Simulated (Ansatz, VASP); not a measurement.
BN: VASP beside Ansatz

```xyz
4
Lattice="2.5190 0.0000 0.0000 -1.2595 2.1815 0.0000 0.0000 0.0000 4.1708" Properties=species:S:1:pos:R:3 pbc="T T T"
B     1.2595    0.7272    0.0000
B     0.0000    1.4543    2.0854
N     1.2595    0.7272    1.5641
N     0.0000    1.4543    3.6495
```

Alike in both runs: task single point; functional PBE; k mesh 8 × 8 × 4; no spin polarisation.

```csv
,VASP,Ansatz
version,VASP 6.6.1,Ansatz 0.2.0
potentials or method,"VASP PAW PBE potentials, release 64 (B, N), cutoff 600 eV","plane waves, PAW"
occupations,"gaussian, width 0.01 eV",fixed
valence electrons in the cell,16,16
```

Ansatz gave:

| Property | Result |
| --- | --- |
| pressure (GPa) | 16.4 |
| traceless stress, the component that is largest in VASP (GPa) | -0.80 |

**Question.** Which values does VASP return?

**Answer.** Pressure (GPa): 16.5; traceless stress, the component that is largest in VASP (GPa): -0.81.

Ansatz's warnings: stress scf threshold loose.
